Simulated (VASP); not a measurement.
A run of VASP 6.6.1 is set up as follows.

The input POSCAR:

```
Pt
1.0
   -1.5204074625      1.5204074625      1.6724482087
    1.5204074625     -1.5204074625      1.6724482087
    1.5204074625      1.5204074625     -1.6724482087
Pt
1
Direct
    0.0000000000      0.0000000000      0.0000000000
```

Contents of INCAR.step1:

```
SYSTEM = Pt
PREC     = Accurate       ! precision mode
ENCUT    = 520            ! plane-wave cutoff, eV
ISMEAR   = 0              ! smearing method
SIGMA    = 0.15           ! smearing width, eV
LREAL    = .False.        ! projectors in reciprocal space
LASPH    = .True.         ! aspherical terms in the spheres
NELM     = 80             ! most SCF steps
NBANDS   = 11             ! bands
GGA      = PE             ! functional
ALGO     = Normal         ! electronic algorithm
EDIFF    = 1E-4           ! SCF threshold, eV
LWAVE    = .True.         ! write WAVECAR
LCHARG   = .False.        ! write CHGCAR
```

File INCAR.step2:

```
SYSTEM = Pt
PREC     = Accurate       ! precision mode
ENCUT    = 520            ! plane-wave cutoff, eV
EDIFF    = 1E-7           ! SCF threshold, eV
ISMEAR   = 0              ! smearing method
SIGMA    = 0.15           ! smearing width, eV
LREAL    = .False.        ! projectors in reciprocal space
LASPH    = .True.         ! aspherical terms in the spheres
NELM     = 80             ! most SCF steps
ALGO     = Normal         ! electronic algorithm
ISIF     = 2              ! what is computed and relaxed
LWAVE    = .False.        ! write WAVECAR
LCHARG   = .False.        ! write CHGCAR
METAGGA  = R2SCAN         ! meta-GGA
LMIXTAU  = .True.       
NBANDS   = 11             ! bands
ISTART   = 1
```

File KPOINTS:

```
regular mesh
0
Gamma
  30 30 30
  0 0 0
```

Potentials or basis: VASP PAW PBE potentials, release 64 (Pt).

Launch:

```console
$ cat potpaw_PBE.64/Pt/POTCAR > POTCAR
$ cp INCAR.step1 INCAR
$ mpirun -np 1 vasp_std > vasp.out
$ cp INCAR.step2 INCAR
$ mpirun -np 1 vasp_std > vasp.out
```

Q: Estimate the band gap on the k mesh.

A: Zero (bands 5 and 6 overlap by 2.33 eV).

Q: What does it give for the pressure?

A: 0.3 GPa.

Stress tensor (GPa, compression positive):
```
-1.61  0.00  0.00
 0.00 -1.61  0.00
 0.00  0.00  4.18
```

Caveat: the stress differs along the axes, from -2 to 4 GPa; the PAW data sets were made with another functional, which shifts forces and pressure a little; spin-orbit coupling is left out, which moves the levels of the heavy elements.
